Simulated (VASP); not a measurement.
# GaN in VASP: settings compared

GaN is run at these levels: PBE, HSE06; tasks: single point.

All numbers are computed with VASP 6.6.1; they aren't measurements. Logs are shortened: lines on timing, memory, paths and dates and some standing lists are left out, and cuts for length are marked.

## Step 1: The cell of the first run

The typed cell holds 8 atoms: a = 3.219 Å, b = 3.219 Å, c = 10.487 Å, α = 90.00°, β = 90.00°, γ = 120.00°.

## Step 2: Single point, PBE

The input, INCAR:

```
  ALGO = Normal
  EDIFF = 1E-6
  ENCUT = 700
  GGA = PE
  GGA_COMPAT = F
  ISIF = 2
  ISMEAR = 0
  ISYM = -1
  LASPH = T
  LCHARG = F
  LREAL = F
  LWAVE = F
  NBANDS = 46
  NELM = 120
  PREC = Accurate
  SIGMA = 0.01
```

The input, KPOINTS:

```
explicit points
4
Reciprocal
  0.12500000   0.12500000   0.25000000 1
  0.12500000   0.62500000   0.25000000 1
  0.62500000   0.12500000   0.25000000 1
  0.62500000   0.62500000   0.25000000 1
```

The input, POSCAR:

```
GaN
1.0
    3.2186213450      0.0000000014      0.0000000000
   -1.6093106738      2.7874078493      0.0000000000
    0.0000000000      0.0000000000     10.4870679900
Ga N
4 4
Direct
    0.6686631883      0.3312146125      0.2493280882
    0.3312146125      0.6686631883      0.4993280882
    0.6686631883      0.3312146125      0.7493280882
    0.3312146125      0.6686631883      0.9993280882
    0.6652205912      0.3349016080      0.4381719118
    0.3349016080      0.6652205912      0.1881719118
    0.6652205912      0.3349016080      0.9381719118
    0.3349016080      0.6652205912      0.6881719118
```

Potentials or basis: VASP PAW PBE potentials, release 64 (Ga_d, N).

On the command line:

```bash
> cat potpaw_PBE.64/Ga_d/POTCAR potpaw_PBE.64/N/POTCAR > POTCAR
> mpirun -np 1 vasp_std > vasp.out
```

OUTCAR:

```text
EDIFF = 1E-6
   ENCUT = 700
   GGA = PE
   ISIF = 2
   ISMEAR = 0
   ISYM = -1
   LASPH = T
   LREAL = F
   NELM = 120
   PREC = Accurate

 ion  position               nearest neighbor table
   1  0.669  0.331  0.249-   6 1.96   6 1.96   6 1.97   5 1.98
   2  0.331  0.669  0.499-   5 1.96   5 1.96   5 1.97   8 1.98
   3  0.669  0.331  0.749-   8 1.96   8 1.96   8 1.97   7 1.98
   4  0.331  0.669  0.999-   7 1.96   7 1.96   7 1.97   6 1.98
   5  0.665  0.335  0.438-   2 1.96   2 1.96   2 1.97   1 1.98
   6  0.335  0.665  0.188-   1 1.96   1 1.96   1 1.97   4 1.98
   7  0.665  0.335  0.938-   4 1.96   4 1.96   4 1.97   3 1.98
   8  0.335  0.665  0.688-   3 1.96   3 1.96   3 1.97   2 1.98

IMPORTANT INFORMATION: All symmetrisations will be switched off!
NOSYMM: (Re-)initialisation of all symmetry stuff for point group C_1.

----------------------------------------------------------------------------------------

                                     Primitive cell

  volume of cell :      94.0859

  direct lattice vectors                    reciprocal lattice vectors
     3.218621345  0.000000001  0.000000000     0.310692030  0.179378127  0.000000000
    -1.609310674  2.787407849  0.000000000    -0.000000000  0.358756254  0.000000000
     0.000000000  0.000000000 10.487067990     0.000000000  0.000000000  0.095355537

  length of vectors
     3.218621345  3.218621345 10.487067990     0.358756255  0.358756254  0.095355537

  position of ions in fractional coordinates (direct lattice)
     0.668663188  0.331214612  0.249328088
     0.331214612  0.668663188  0.499328088
     0.668663188  0.331214612  0.749328088
     0.331214612  0.668663188  0.999328088
     0.665220591  0.334901608  0.438171912
     0.334901608  0.665220591  0.188171912
     0.665220591  0.334901608  0.938171912
     0.334901608  0.665220591  0.688171912

  ion indices of the primitive-cell ions
   primitive index   ion index
                 1           1
                 2           2
                 3           3
                 4           4
                 5           5
                 6           6
                 7           7
                 8           8

----------------------------------------------------------------------------------------
[... 32 lines left out ...]
   LREAL  =      F    real-space projection
   EDIFFG = 0.1E-04   stopping-criterion for IOM
   NSW    =      0    number of steps for IOM
   IBRION =     -1    ionic relax: 0-MD 1-quasi-New 2-CG
   NFREE  =      0    steps in history (QN), initial steepest desc. (CG)
   ISIF   =      2    stress and relaxation
   ISYM   =     -1    0-nonsym 1-usesym 2-fastsym
   POTIM  = 0.5000    time-step for ionic-motion
   TEBEG  =    0.0;   TEEND  =   0.0 temperature during run
   PSTRESS=    0.0 pullay stress
   NELECT =      72.0000    total number of electrons
   NUPDOWN=      -1.0000    fix difference up-down
   EMIN   =  10.00;   EMAX   =-10.00  energy-range for DOS
   EFERMI =   0.00;   METHOD = LEGACY
   ISMEAR =     0;   SIGMA  =   0.01  broadening in eV -4-tet -1-fermi 0-gaus
   EFERMI_NEDOS =   21; number of points for ismear=-14 and -15
   IALGO  =     38    algorithm
   IMIX   =      4    mixing-type and parameters
     AMIX     =   0.40;   BMIX     =  1.00
     AMIX_MAG =   1.60;   BMIX_MAG =  1.00
  volume/ion in A,a.u.               =      11.76        79.37
  Fermi-wavevector in a.u.,A,eV,Ry     =   1.497422  2.829717 30.507965  2.242272
  Thomas-Fermi vector in A             =   2.609312
   LORBIT       =      0    0 simple, 1 ext, 2 COOP (PROOUT), +10 PAW based schemes
   GGA     = PE    functional components
   LHFCALC =     F    Hartree Fock is set to
   AEXX    =    0.0000 exact exchange contribution
   IVDW    =     0    specifies the selected vdW correction
   LEPSILON=     F    determine dielectric tensor
   LRPA    =     F    only Hartree local field effects (RPA)
 non-spin polarized calculation
 Gauss-broadening in eV      SIGMA  =   0.01
  energy-cutoff  :      700.00
  volume of cell :       94.09
 maximum number of plane-waves:      3969
 NGX is ok and might be reduce to    28

 number of electron      71.9999997 magnetization

 Free energy of the ion-electron system (eV)
  ---------------------------------------------------
  ext. energy  EPLUGINS =         0.00000000
  ---------------------------------------------------
  free energy    TOTEN  =       -49.64522522 eV

  energy without entropy =      -49.64522522  energy(sigma->0) =      -49.64522522

 E-fermi :   4.4975     XC(G=0): -11.5301

 val. band max:        4.4161280709   @ k =   0.1250   0.1250   0.2500
 cond. band min:       8.9141250918   @ k =   0.1250   0.1250   0.2500
 fundamental gap:      4.4979970210
 Fermi energy:         4.4974664021

 k-point     1 :       0.1250    0.1250    0.2500
  band No.  band energies     occupation
      1     -10.3789      2.00000
      2     -10.1660      2.00000
      3      -9.9522      2.00000
      4      -9.8697      2.00000
      5      -8.3491      2.00000
      6      -8.3450      2.00000
[... 185 lines left out ...]
     45      13.8091      0.00000
     46      13.8518      0.00000

------------------------ aborting loop because EDIFF is reached ----------------------------------------

  FORCE on cell =-STRESS in cart. coord.  units (eV):
  Direction    XX          YY          ZZ          XY          YZ          ZX
  --------------------------------------------------------------------------------------
  -------------------------------------------------------------------------------------
  Total       -0.3053097     -1.8110346      0.4775605     -1.3039939      0.0191794      0.0110025
  in kB       -5.1990831    -30.8398922      8.1323203    -22.2055556      0.3266044      0.1873597
  external PRESSURE =      -9.3022183 kB  Pullay stress =       0.0000000 kB

 VOLUME and BASIS-vectors are now :
 -----------------------------------------------------------------------------
  energy-cutoff  :      700.00
  volume of cell :       94.09
      direct lattice vectors                 reciprocal lattice vectors
     3.218621345  0.000000001  0.000000000     0.310692030  0.179378127  0.000000000
    -1.609310674  2.787407849  0.000000000    -0.000000000  0.358756254  0.000000000
     0.000000000  0.000000000 10.487067990     0.000000000  0.000000000  0.095355537

 POSITION                                       TOTAL-FORCE (eV/Angst)
 -----------------------------------------------------------------------------------
      1.61915      0.92323      2.61472        -0.000742     -0.000125     -0.006798
     -0.01003      1.86384      5.23649         0.000248     -0.000747     -0.006724
      1.61915      0.92323      7.85825        -0.000762     -0.000127     -0.006823
     -0.01003      1.86384     10.48002         0.000266     -0.000712     -0.006810
      1.60213      0.93351      4.59514         0.001020     -0.000021      0.006807
      0.00737      1.85424      1.97337        -0.000490      0.000867      0.006809
      1.60213      0.93351      9.83867         0.000991     -0.000011      0.006820
      0.00737      1.85424      7.21691        -0.000530      0.000875      0.006719
 -----------------------------------------------------------------------------------
    total drift:                                0.000021      0.000073     -0.000661

  FREE ENERGIE OF THE ION-ELECTRON SYSTEM (eV)
  ---------------------------------------------------
  free  energy   TOTEN  =       -49.6452252224 eV

  energy  without entropy=      -49.6452252224  energy(sigma->0) =      -49.64522522
```

OSZICAR:

```text
N       E                     dE             d eps       ncg     rms          rms(c)
DAV:   1     0.899804706100E+03    0.89980E+03   -0.38937E+04   410   0.347E+03
DAV:   2     0.131489214984E+03   -0.76832E+03   -0.72839E+03   368   0.840E+02
DAV:   3    -0.401316530110E+02   -0.17162E+03   -0.16677E+03   406   0.258E+02
DAV:   4    -0.565858497637E+02   -0.16454E+02   -0.16280E+02   480   0.778E+01
DAV:   5    -0.570878584096E+02   -0.50201E+00   -0.50116E+00   470   0.147E+01    0.149E+01
DAV:   6    -0.493876361596E+02    0.77002E+01   -0.23571E+01   698   0.542E+01    0.400E+00
DAV:   7    -0.496894186422E+02   -0.30178E+00   -0.38906E+00   410   0.127E+01    0.376E+00
DAV:   8    -0.496532728179E+02    0.36146E-01   -0.23941E-01   610   0.520E+00    0.126E+00
DAV:   9    -0.496442118146E+02    0.90610E-02   -0.72321E-02   552   0.320E+00    0.440E-01
DAV:  10    -0.496452427676E+02   -0.10310E-02   -0.75200E-03   442   0.886E-01    0.284E-01
DAV:  11    -0.496452446034E+02   -0.18359E-05   -0.37089E-03   520   0.867E-01    0.134E-01
DAV:  12    -0.496452312601E+02    0.13343E-04   -0.34821E-04   418   0.350E-01    0.612E-02
DAV:  13    -0.496452290904E+02    0.21697E-05   -0.10463E-04   564   0.719E-02    0.364E-02
DAV:  14    -0.496452273450E+02    0.17453E-05   -0.30588E-06   386   0.268E-02    0.261E-02
DAV:  15    -0.496452249870E+02    0.23580E-05   -0.11035E-05   410   0.644E-02    0.158E-03
DAV:  16    -0.496452252224E+02   -0.23537E-06   -0.43294E-06   362   0.144E-02
   1 F= -.49645225E+02 E0= -.49645225E+02  d E =-.261079E-31
```

stdout:

```text
POSCAR found type information on POSCAR GaN
 POSCAR found :  2 types and       8 ions
 scaLAPACK will be used
 LDA part: xc-table for (Slater+PW92), standard interpolation
 POSCAR, INCAR and KPOINTS ok, starting setup
 FFT: planning ... GRIDC
 FFT: planning ... GRID_SOFT
 FFT: planning ... GRID
 WAVECAR not read
 entering main loop
```

Wall time 81 s (1 thread of AMD EPYC 7R13, shared host); peak memory 0.25 GiB.

What came out:

| Property | Result |
| --- | --- |
| Free energy | -49.6452 eV |
| Pressure | -0.9 GPa |
| Largest force | 0.007 eV/Å |
| Band gap on the k mesh | 4.50 eV |

Forces on the atoms (eV/Å):
```
Ga  -0.001  0.000 -0.007
Ga   0.000 -0.001 -0.007
Ga  -0.001  0.000 -0.007
Ga   0.000 -0.001 -0.007
N    0.001  0.000  0.007
N    0.000  0.001  0.007
N    0.001  0.000  0.007
N   -0.001  0.001  0.007
```

Stress tensor (GPa, compression positive):
```
-0.52 -2.22  0.02
-2.22 -3.08  0.03
 0.02  0.03  0.81
```

Caveat: a shifted mesh leaves out Γ, where band edges can lie.

## Step 3: Single point, HSE06

This run uses another cell than the first one: it holds 16 atoms, not 8.

The input, POSCAR:

```
GaN
1.0
    6.4372426900      0.0000000029      0.0000000000
   -3.2186213475      5.5748156986      0.0000000000
    0.0000000000      0.0000000000      5.2435339950
Ga N
8 8
Direct
    0.3343315942      0.1656073062      0.4986561764
    0.1656073062      0.3343315942      0.9986561764
    0.3343315942      0.6656073062      0.4986561764
    0.1656073062      0.8343315942      0.9986561764
    0.8343315942      0.1656073062      0.4986561764
    0.6656073062      0.3343315942      0.9986561764
    0.8343315942      0.6656073062      0.4986561764
    0.6656073062      0.8343315942      0.9986561764
    0.3326102956      0.1674508040      0.8763438236
    0.1674508040      0.3326102956      0.3763438236
    0.3326102956      0.6674508040      0.8763438236
    0.1674508040      0.8326102956      0.3763438236
    0.8326102956      0.1674508040      0.8763438236
    0.6674508040      0.3326102956      0.3763438236
    0.8326102956      0.6674508040      0.8763438236
    0.6674508040      0.8326102956      0.3763438236
```

The input, INCAR.step1:

```
  PREC = Accurate
  ENCUT = 520
  EDIFF = 1E-5
  ISMEAR = -1
  SIGMA = 0.01
  LREAL = Auto
  LASPH = True
  NELM = 120
  ALGO = Normal
  ISIF = 2
  LWAVE = True
  LCHARG = False
  GGA = PE
  NBANDS = 86
  GGA_COMPAT = False
  ISYM = -1
```

The input, INCAR.step2:

```
  PREC = Accurate
  ENCUT = 520
  EDIFF = 1E-6
  ISMEAR = -1
  SIGMA = 0.01
  LREAL = Auto
  LASPH = True
  NELM = 120
  ALGO = Normal
  ISIF = 2
  LWAVE = False
  LCHARG = False
  GGA = PE
  LHFCALC = True
  HFSCREEN = 0.2079
  PRECFOCK = Fast
  ISTART = 1
  NBANDS = 86
  GGA_COMPAT = False
  ISYM = -1
```

The input, KPOINTS:

```
explicit points
2
Reciprocal
  0.25000000   0.25000000   0.12500000 1
  0.25000000   0.25000000   0.62500000 1
```

Potentials or basis: VASP PAW PBE potentials, release 64 (Ga_d, N).

On the command line:

```bash
> cat potpaw_PBE.64/Ga_d/POTCAR potpaw_PBE.64/N/POTCAR > POTCAR
> cp INCAR.step1 INCAR
> mpirun -np 1 vasp_std > vasp.out
> cp INCAR.step2 INCAR
> mpirun -np 1 vasp_std > vasp.out
```

OUTCAR:

```text
PREC = Accurate
   ENCUT = 520
   EDIFF = 1E-6
   ISMEAR = -1
   LREAL = Auto
   LASPH = True
   NELM = 120
   ISIF = 2
   GGA = PE
   LHFCALC = True
   HFSCREEN = 0.2079
   PRECFOCK = Fast
   ISTART = 1
   ISYM = -1

 ion  position               nearest neighbor table
[... 344 lines left out ...]
  -------------------------------------------------------------------------------------
  Total       -8.7792384    -11.9279731     -6.5045693     -2.7268541      0.0487497      0.0281575
  in kB      -74.7503002   -101.5600130    -55.3827656    -23.2176361      0.4150761      0.2397454
  external PRESSURE =     -77.2310263 kB  Pullay stress =       0.0000000 kB

 VOLUME and BASIS-vectors are now :
 -----------------------------------------------------------------------------
  energy-cutoff  :      520.00
  volume of cell :      188.17
      direct lattice vectors                 reciprocal lattice vectors
     6.437242690  0.000000003  0.000000000     0.155346015  0.089689064  0.000000000
    -3.218621348  5.574815699  0.000000000    -0.000000000  0.179378127  0.000000000
     0.000000000  0.000000000  5.243533995     0.000000000  0.000000000  0.190711074

 POSITION                                       TOTAL-FORCE (eV/Angst)
 -----------------------------------------------------------------------------------
      1.61915      0.92323      2.61472        -0.015533      0.009714     -0.012044
     -0.01003      1.86384      5.23649         0.016126     -0.008582     -0.012099
      0.00984      3.71064      2.61472        -0.015535      0.009674     -0.012113
     -1.61934      4.65124      5.23649         0.016149     -0.008600     -0.012049
      4.83777      0.92323      2.61472        -0.015538      0.009696     -0.012107
      3.20859      1.86384      5.23649         0.016174     -0.008591     -0.012075
[... 8 lines left out ...]
      3.21144      3.72092      4.59514        -0.011084      0.005692      0.012058
      1.61669      4.64165      1.97337         0.010536     -0.006829      0.012131
 -----------------------------------------------------------------------------------
    total drift:                                0.000395      0.000781      0.006550

  FREE ENERGIE OF THE ION-ELECTRON SYSTEM (eV)
  ---------------------------------------------------
  free  energy   TOTEN  =      -121.0552522357 eV

  energy  without entropy=     -121.0552522357  energy(sigma->0) =     -121.05525224
```

OUTCAR.step1:

```text
PREC = Accurate
   ENCUT = 520
   EDIFF = 1E-5
   ISMEAR = -1
   LREAL = Auto
[... 363 lines left out ...]
      4.83777      0.92323      2.61472        -0.001997      0.000560     -0.006282
      3.20859      1.86384      5.23649         0.001782     -0.000947     -0.006137
[... 8 lines left out ...]
      3.21144      3.72092      4.59514         0.002219     -0.000531      0.006048
      1.61669      4.64165      1.97337        -0.000146      0.001170      0.006250
 -----------------------------------------------------------------------------------
    total drift:                               -0.000060      0.000736      0.008938

  FREE ENERGIE OF THE ION-ELECTRON SYSTEM (eV)
  ---------------------------------------------------
  free  energy   TOTEN  =       -99.2553488403 eV

  energy  without entropy=      -99.2553488403  energy(sigma->0) =      -99.25534884
```

Wall time 20 min (1 thread of AMD EPYC 7R13, shared host); peak memory 0.46 GiB.

Results:

```
Free energy            : -121.0553 eV
Pressure               : -7.7 GPa
Largest force          : 0.022 eV/Å
Band gap on the k mesh : 6.00 eV
```

Forces in eV/Å, atoms in the order of the input:
```
Ga  -0.016  0.010 -0.012
Ga   0.016 -0.009 -0.012
Ga  -0.016  0.010 -0.012
Ga   0.016 -0.009 -0.012
Ga  -0.016  0.010 -0.012
Ga   0.016 -0.009 -0.012
Ga  -0.016  0.010 -0.012
Ga   0.016 -0.009 -0.012
N   -0.011  0.006  0.012
N    0.011 -0.007  0.012
N   -0.011  0.006  0.012
N    0.011 -0.007  0.012
N   -0.011  0.006  0.012
N    0.011 -0.007  0.012
N   -0.011  0.006  0.012
N    0.011 -0.007  0.012
```

Stress tensor (GPa, compression positive):
```
 -7.48  -2.32   0.02
 -2.32 -10.16   0.04
  0.02   0.04  -5.54
```

Caveat: the cell stands under tension; the PAW data sets were made with another functional, which shifts forces and pressure a little; a shifted mesh leaves out Γ, where band edges can lie.
